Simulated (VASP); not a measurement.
# Cd (Fm-3m) in VASP: notebook

Runs on Cd. Level: PBEsol. Tasks: single point.

Everything below comes from runs of VASP 6.6.1. Logs are shortened: lines on timing, memory, paths and dates and some standing lists are left out, and cuts for length are marked.

### Step 1. The cell of the first run

Symmetry: Fm-3m, No. 225, cubic system. The conventional cell has a = 4.028 Å, b = 4.028 Å, c = 4.028 Å, α = 90.00°, β = 90.00°, γ = 90.00°. Cd (site symmetry m-3m) has 12 Cd at 2.85 Å within 3.8 Å.

This isn't the form of Cd at room conditions, which is hcp.

### Step 2. Single point, PBEsol (16.34 Å³/atom)

Input file INCAR:

```
ALGO = Normal
EDIFF = 1E-6
ENCUT = 520
GGA = PS
ISIF = 2
ISMEAR = -1
LASPH = True
LCHARG = True
LELF = True
LREAL = False
LVHAR = True
LWAVE = False
NBANDS = 12
NELM = 80
PREC = Accurate
SIGMA = 0.08
```

Input file KPOINTS:

```
k-points
0
Gamma
  17 17 17
```

Input file POSCAR:

```
Cd
1.0
    0.0000000000      2.0141926554      2.0141926554
    2.0141926554      0.0000000000      2.0141926554
    2.0141926554      2.0141926554      0.0000000000
Cd
1
Direct
    0.0000000000      0.0000000000      0.0000000000
```

Potentials or basis: VASP PAW PBE potentials, release 64 (Cd).

Launch:

```sh
$ cat potpaw_PBE.64/Cd/POTCAR > POTCAR
$ mpirun -np 1 vasp_std > vasp.out
```

OUTCAR:

```text
EDIFF = 1E-6
   ENCUT = 520
   GGA = PS
   ISIF = 2
   ISMEAR = -1
   LASPH = True
   LREAL = False
   NELM = 80
   PREC = Accurate

 ion  position               nearest neighbor table
   1  0.000  0.000  0.000-

  LATTYP: Found a face centered cubic cell.
 ALAT       =     4.0283853108

  Lattice vectors:

 A1 = (   0.0000000000,   2.0141926554,   2.0141926554)
 A2 = (   2.0141926554,   0.0000000000,   2.0141926554)
 A3 = (   2.0141926554,   2.0141926554,   0.0000000000)

Analysis of symmetry for initial positions (statically):
=====================================================================
 Subroutine PRICEL returns:
 Original cell was already a primitive cell.

 Routine SETGRP: Setting up the symmetry group for a
 face centered cubic supercell.

 Subroutine GETGRP returns: Found 48 space group operations
 (whereof 48 operations were pure point group operations)
 out of a pool of 48 trial point group operations.

The static configuration has the point symmetry O_h .

Analysis of symmetry for dynamics (positions and initial velocities):
=====================================================================
 Subroutine PRICEL returns:
 Original cell was already a primitive cell.

 Routine SETGRP: Setting up the symmetry group for a
 face centered cubic supercell.

 Subroutine GETGRP returns: Found 48 space group operations
 (whereof 48 operations were pure point group operations)
 out of a pool of 48 trial point group operations.

The dynamic configuration has the point symmetry O_h .

 Subroutine INISYM returns: Found 48 space group operations
 (whereof 48 operations are pure point group operations),
 and found     1 'primitive' translations

----------------------------------------------------------------------------------------

                                     Primitive cell

  volume of cell :      16.3430

  direct lattice vectors                    reciprocal lattice vectors
     0.000000000  2.014192655  2.014192655    -0.248238419  0.248238419  0.248238419
     2.014192655  0.000000000  2.014192655     0.248238419 -0.248238419  0.248238419
     2.014192655  2.014192655  0.000000000     0.248238419  0.248238419 -0.248238419

  length of vectors
     2.848498570  2.848498570  2.848498570     0.429961554  0.429961554  0.429961554

  position of ions in fractional coordinates (direct lattice)
     0.000000000  0.000000000  0.000000000

  ion indices of the primitive-cell ions
   primitive index   ion index
                 1           1

[... 82 lines left out ...]
   NELECT =      12.0000    total number of electrons
   NUPDOWN=      -1.0000    fix difference up-down
   EMIN   =  10.00;   EMAX   =-10.00  energy-range for DOS
   EFERMI =   0.00;   METHOD = LEGACY
   ISMEAR =    -1;   SIGMA  =   0.08  broadening in eV -4-tet -1-fermi 0-gaus
   EFERMI_NEDOS =   21; number of points for ismear=-14 and -15
   IALGO  =     38    algorithm
   IMIX   =      4    mixing-type and parameters
     AMIX     =   0.40;   BMIX     =  1.00
     AMIX_MAG =   1.60;   BMIX_MAG =  1.00
  volume/ion in A,a.u.               =      16.34       110.29
  Fermi-wavevector in a.u.,A,eV,Ry     =   1.476922  2.790978 29.678371  2.181299
  Thomas-Fermi vector in A             =   2.591389
   LORBIT       =      0    0 simple, 1 ext, 2 COOP (PROOUT), +10 PAW based schemes
   GGA     = PS    functional components
   LHFCALC =     F    Hartree Fock is set to
   AEXX    =    0.0000 exact exchange contribution
   IVDW    =     0    specifies the selected vdW correction
   LEPSILON=     F    determine dielectric tensor
   LRPA    =     F    only Hartree local field effects (RPA)
 non-spin polarized calculation
  energy-cutoff  :      520.00
  volume of cell :       16.34
 maximum number of plane-waves:       459
 NGX is ok and might be reduce to    24
   NGX = 11   NGY = 11   NGZ = 11

 number of electron      12.0000003 magnetization

 Free energy of the ion-electron system (eV)
  ---------------------------------------------------
  ext. energy  EPLUGINS =         0.00000000
  ---------------------------------------------------
  free energy    TOTEN  =        -0.84910228 eV

  energy without entropy =       -0.84183899  energy(sigma->0) =       -0.84547064

 E-fermi :   5.3100     XC(G=0): -12.7893

 val. band max:        5.2951930147   @ k =  -0.3529   0.3529   0.1176
 cond. band min:       5.4321135594   @ k =  -0.3529   0.2941   0.1176
 fundamental gap:      0.1369205447
 Fermi energy:         5.3099915089

 k-point     1 :       0.0000    0.0000    0.0000
  band No.  band energies     occupation
      1      -6.1685      2.00000
      2      -4.9912      2.00000
      3      -4.9912      2.00000
      4      -4.9912      2.00000
      5      -4.1487      2.00000
      6      -4.1487      2.00000
      7      19.9385      0.00000
      8      22.8860      0.00000
      9      22.8860      0.00000
     10      22.8860      0.00000
     11      27.2045      0.00000
     12      27.2045      0.00000
[... 331 lines left out ...]
 k-point    24 :      -0.1176    0.0588    0.0000
  band No.  band energies     occupation
      1      -5.5939      2.00000
      2      -5.0568      2.00000
      3      -4.8552      2.00000
      4      -4.7817      2.00000
      5      -4.2466      2.00000
      6      -4.0790      2.00000
      7      17.7545      0.00000
      8      19.5962      0.00000
      9      21.9678      0.00000
     10      23.7112      0.00000
     11      25.5184      0.00000
     12      27.2938      0.00000

 [... further k-points ...]

------------------------ aborting loop because EDIFF is reached ----------------------------------------

  FORCE on cell =-STRESS in cart. coord.  units (eV):
  Direction    XX          YY          ZZ          XY          YZ          ZX
  --------------------------------------------------------------------------------------
  -------------------------------------------------------------------------------------
  Total        3.1148501      3.1148501      3.1148501      0.0000000     -0.0000000     -0.0000000
  in kB      305.3618080    305.3618080    305.3618080      0.0000000     -0.0000000     -0.0000000
  external PRESSURE =     305.3618080 kB  Pullay stress =       0.0000000 kB

 VOLUME and BASIS-vectors are now :
 -----------------------------------------------------------------------------
  energy-cutoff  :      520.00
  volume of cell :       16.34
      direct lattice vectors                 reciprocal lattice vectors
     0.000000000  2.014192655  2.014192655    -0.248238419  0.248238419  0.248238419
     2.014192655  0.000000000  2.014192655     0.248238419 -0.248238419  0.248238419
     2.014192655  2.014192655  0.000000000     0.248238419  0.248238419 -0.248238419

 POSITION                                       TOTAL-FORCE (eV/Angst)
 -----------------------------------------------------------------------------------
      0.00000      0.00000      0.00000        -0.000000      0.000000      0.000000
 -----------------------------------------------------------------------------------
    total drift:                                0.000000      0.000000     -0.000000

  FREE ENERGIE OF THE ION-ELECTRON SYSTEM (eV)
  ---------------------------------------------------
  free  energy   TOTEN  =        -0.8491022809 eV

  energy  without entropy=       -0.8418389914  energy(sigma->0) =       -0.84547064
```

OSZICAR:

```text
N       E                     dE             d eps       ncg     rms          rms(c)
DAV:   1     0.690648489019E+02    0.69065E+02   -0.72968E+03  4336   0.106E+03
DAV:   2     0.151485085302E+00   -0.68913E+02   -0.65203E+02  4360   0.245E+02
DAV:   3    -0.985242200911E+00   -0.11367E+01   -0.11360E+01  4736   0.348E+01
DAV:   4    -0.986623542087E+00   -0.13813E-02   -0.13813E-02  4444   0.119E+00
DAV:   5    -0.986626029258E+00   -0.24872E-05   -0.24880E-05  4716   0.503E-02    0.701E+00
DAV:   6    -0.864132604180E+00    0.12249E+00   -0.28963E-01  4568   0.747E+00    0.477E+00
DAV:   7    -0.850898115227E+00    0.13234E-01   -0.26597E-02  4624   0.197E+00    0.203E+00
DAV:   8    -0.849091682518E+00    0.18064E-02   -0.23117E-03  4272   0.726E-01    0.978E-02
DAV:   9    -0.849096002824E+00   -0.43203E-05   -0.37872E-06  4692   0.194E-02    0.297E-02
DAV:  10    -0.849102278206E+00   -0.62754E-05   -0.27212E-06  4400   0.192E-02    0.295E-03
DAV:  11    -0.849102280890E+00   -0.26844E-08   -0.51513E-08  2316   0.305E-03
   1 F= -.84910228E+00 E0= -.84547064E+00  d E =-.726329E-02
```

stdout:

```text
POSCAR found type information on POSCAR Cd
 POSCAR found :  1 types and       1 ions
 scaLAPACK will be used
 -----------------------------------------------------------------------------
|                                                                             |
|                                                                             |
|     You enforced a specific xc type in the INCAR file but a different       |
|     I HOPE YOU KNOW WHAT YOU ARE DOING!                                     |
|                                                                             |
 -----------------------------------------------------------------------------

 LDA part: xc-table for (Slater+PW92), standard interpolation
 POSCAR, INCAR and KPOINTS ok, starting setup
 FFT: planning ... GRIDC
 FFT: planning ... GRID_SOFT
 FFT: planning ... GRID
 WAVECAR not read
 entering main loop
```

It took 14 s on 1 thread of Intel Xeon Platinum 8488C (Sapphire Rapids), shared host; peak memory 0.15 GiB.

What came out:

```yaml
Free_energy: -0.8491 eV
Pressure: 30.5 GPa
Band_gap_on_the_k_mesh: zero (bands 6 and 7 overlap by 1.99 eV)
```

Caveat: the cell stands under pressure; the PAW data sets were made with another functional, which shifts forces and pressure a little.

### Step 3. Single point, PBEsol (18.44 Å³/atom)

This run uses another cell than the first one, of 18.44 Å³/atom.

Input file INCAR:

```
SYSTEM = Cd
PREC = Accurate
ENCUT = 520
EDIFF = 1E-6
ISMEAR = -1
SIGMA = 0.08
LREAL = .False.
LASPH = .True.
NELM = 60
ALGO = Normal
ISIF = 2
LWAVE = .False.
LCHARG = .False.
GGA = PS
NBANDS = 12
```

Input file KPOINTS:

```
Automatic mesh
0
Gamma
  17 17 17
  0 0 0
```

Input file POSCAR:

```
Cd
1.0
    0.0000000000      2.0968322995      2.0968322995
    2.0968322995      0.0000000000      2.0968322995
    2.0968322995      2.0968322995      0.0000000000
Cd
1
Direct
    0.0000000000      0.0000000000      0.0000000000
```

Potentials or basis: VASP PAW PBE potentials, release 64 (Cd).

Launch:

```sh
$ cat potpaw_PBE.64/Cd/POTCAR > POTCAR
$ mpirun -np 1 vasp_std > vasp.out
```

Run time: 13 s. Hardware: 1 thread of Intel Xeon Platinum 8488C (Sapphire Rapids), shared host; peak memory 0.16 GiB.

The run converged. Its results:

| Quantity | Value |
| --- | --- |
| Free energy | -1.1101 eV |
| Pressure | 11.5 GPa |
| Band gap on the k mesh | zero (bands 6 and 7 overlap by 2.18 eV) |

Levels at points of the mesh, in eV from the Fermi level:
```csv
k point,band 4,band 5,band 6,band 7,band 8,band 9
"(0.00, 0.00, 0.00)",-9.67,-9.01,-9.01,14.40,16.54,16.54
```

Caveat: the cell stands under pressure; the PAW data sets were made with another functional, which shifts forces and pressure a little.

### Step 4. Single point, PBEsol

This run uses another cell than the first one, of 20.95 Å³/atom.

Input file INCAR:

```
PREC = Accurate
ENCUT = 520
EDIFF = 1E-6
ISMEAR = -1
SIGMA = 0.08
LREAL = False
LASPH = True
NELM = 60
ALGO = Normal
ISIF = 2
LWAVE = False
LCHARG = True
GGA = PS
LELF = True
LVHAR = True
NBANDS = 12
```

Input file KPOINTS:

```
Automatic mesh
0
Gamma
  17 17 17
```

Input file POSCAR:

```
Cd
1.0
    0.0000000000      2.1881116267      2.1881116267
    2.1881116267      0.0000000000      2.1881116267
    2.1881116267      2.1881116267      0.0000000000
Cd
1
Direct
    0.0000000000      0.0000000000      0.0000000000
```

Launch:

```sh
$ cat potpaw_PBE.64/Cd/POTCAR > POTCAR
$ mpirun -np 1 vasp_std > vasp.out
```

Run time: 13 s. Hardware: 1 thread of Intel Xeon Platinum 8488C (Sapphire Rapids), shared host; peak memory 0.16 GiB.

It converged, with:

| Quantity | Value |
| --- | --- |
| Free energy | -1.1918 eV |
| Pressure | 0.4 GPa |
| Band gap on the k mesh | zero (bands 6 and 7 overlap by 2.42 eV) |

Levels at points of the mesh, in eV from the Fermi level:
| k point | band 4 | band 5 | band 6 | band 7 | band 8 | band 9 |
| --- | --- | --- | --- | --- | --- | --- |
| (0.00, 0.00, 0.00) | -9.11 | -8.66 | -8.66 | 14.06 | 15.35 | 15.35 |

Caveat: the PAW data sets were made with another functional, which shifts forces and pressure a little.

### Step 5. Single point, PBEsol (20.95 Å³/atom)

This run uses another cell than the first one, of 20.95 Å³/atom.

Input file INCAR:

```
ALGO = Normal ; EDIFF = 1E-6
ENCUT = 520 ; GGA = PS
ISIF = 2 ; ISMEAR = -1
LASPH = T ; LCHARG = F
LREAL = F ; LWAVE = F
NBANDS = 12 ; NELM = 80
PREC = Accurate ; SIGMA = 0.08
```

Input file KPOINTS:

```
k-points
0
Gamma
  17 17 17
```

Input file POSCAR:

```
Cd
1.0
    0.0000000000      2.1881116266      2.1881116266
    2.1881116266      0.0000000000      2.1881116266
    2.1881116266      2.1881116266      0.0000000000
Cd
1
Direct
    0.0000000000      0.0000000000      0.0000000000
```

Potentials or basis: VASP PAW PBE potentials, release 64 (Cd).

Launch:

```sh
$ cat potpaw_PBE.64/Cd/POTCAR > POTCAR
$ mpirun -np 1 vasp_std > vasp.out
```

OUTCAR:

```text
EDIFF = 1E-6
   ENCUT = 520
   GGA = PS
   ISIF = 2
   ISMEAR = -1
   LASPH = T
   LREAL = F
   NELM = 80
   PREC = Accurate

 ion  position               nearest neighbor table
   1  0.000  0.000  0.000-

  LATTYP: Found a face centered cubic cell.
 ALAT       =     4.3762232532

  Lattice vectors:

 A1 = (   0.0000000000,   2.1881116266,   2.1881116266)
 A2 = (   2.1881116266,   0.0000000000,   2.1881116266)
 A3 = (   2.1881116266,   2.1881116266,   0.0000000000)

[... 536 lines left out ...]
     12      22.1371      0.00000

 [... further k-points ...]

------------------------ aborting loop because EDIFF is reached ----------------------------------------

  FORCE on cell =-STRESS in cart. coord.  units (eV):
  Direction    XX          YY          ZZ          XY          YZ          ZX
  --------------------------------------------------------------------------------------
  -------------------------------------------------------------------------------------
  Total        0.0458124      0.0458124      0.0458124      0.0000000      0.0000000      0.0000000
  in kB        3.5031254      3.5031254      3.5031254      0.0000000      0.0000000      0.0000000
  external PRESSURE =       3.5031254 kB  Pullay stress =       0.0000000 kB

 VOLUME and BASIS-vectors are now :
 -----------------------------------------------------------------------------
  energy-cutoff  :      520.00
  volume of cell :       20.95
      direct lattice vectors                 reciprocal lattice vectors
     0.000000000  2.188111627  2.188111627    -0.228507538  0.228507538  0.228507538
     2.188111627  0.000000000  2.188111627     0.228507538 -0.228507538  0.228507538
     2.188111627  2.188111627  0.000000000     0.228507538  0.228507538 -0.228507538

 POSITION                                       TOTAL-FORCE (eV/Angst)
 -----------------------------------------------------------------------------------
      0.00000      0.00000      0.00000         0.000000      0.000000     -0.000000
 -----------------------------------------------------------------------------------
    total drift:                               -0.000000      0.000000     -0.000000

  FREE ENERGIE OF THE ION-ELECTRON SYSTEM (eV)
  ---------------------------------------------------
  free  energy   TOTEN  =        -1.1918440351 eV

  energy  without entropy=       -1.1847056840  energy(sigma->0) =       -1.18827486
```

stdout:

```text
POSCAR found type information on POSCAR Cd
 POSCAR found :  1 types and       1 ions
 scaLAPACK will be used
 -----------------------------------------------------------------------------
|                                                                             |
|                                                                             |
|     You enforced a specific xc type in the INCAR file but a different       |
|     I HOPE YOU KNOW WHAT YOU ARE DOING!                                     |
|                                                                             |
 -----------------------------------------------------------------------------

 LDA part: xc-table for (Slater+PW92), standard interpolation
 POSCAR, INCAR and KPOINTS ok, starting setup
 FFT: planning ... GRIDC
 FFT: planning ... GRID_SOFT
 FFT: planning ... GRID
 WAVECAR not read
 entering main loop
```

Wall time 13 s (1 thread of Intel Xeon Platinum 8488C (Sapphire Rapids), shared host); peak memory 0.16 GiB.

Results:

```yaml
Free_energy: -1.1918 eV
Pressure: 0.4 GPa
Band_gap_on_the_k_mesh: zero (bands 6 and 7 overlap by 2.42 eV)
```

Levels at points of the mesh, in eV from the Fermi level:
```csv
k point,band 2,band 3,band 4,band 5,band 6,band 7,band 8,band 9,band 10,band 11
"(0.00, 0.00, 0.00)",-9.16,-9.16,-9.11,-8.66,-8.66,14.06,15.35,15.35,15.35,18.81
```

Caveat: the PAW data sets were made with another functional, which shifts forces and pressure a little.

### Step 6. Overview

```csv
cell,gap on the mesh (eV),pressure (GPa)
"a = 2.848 Å, angles 60.0°, 1 atom",none,30.5
"a = 2.965 Å, angles 60.0°, 1 atom",none,11.5
"a = 3.094 Å, angles 60.0°, 1 atom",none,0.4
```

Alike in all rows: task single point; level PBEsol; potentials or basis VASP PAW PBE potentials, release 64 (Cd); no spin polarisation; k mesh 17 × 17 × 17; cutoff (eV) 520; smearing fermi-dirac 0.08 eV.

Caveats: the PAW data sets were made with another functional, which shifts forces and pressure a little; the cell stands under pressure (at least some runs).

Absolute energies hang on the potentials; compare differences alone.

The gap in the log of VASP goes by the Fermi energy; the results here count the filled bands.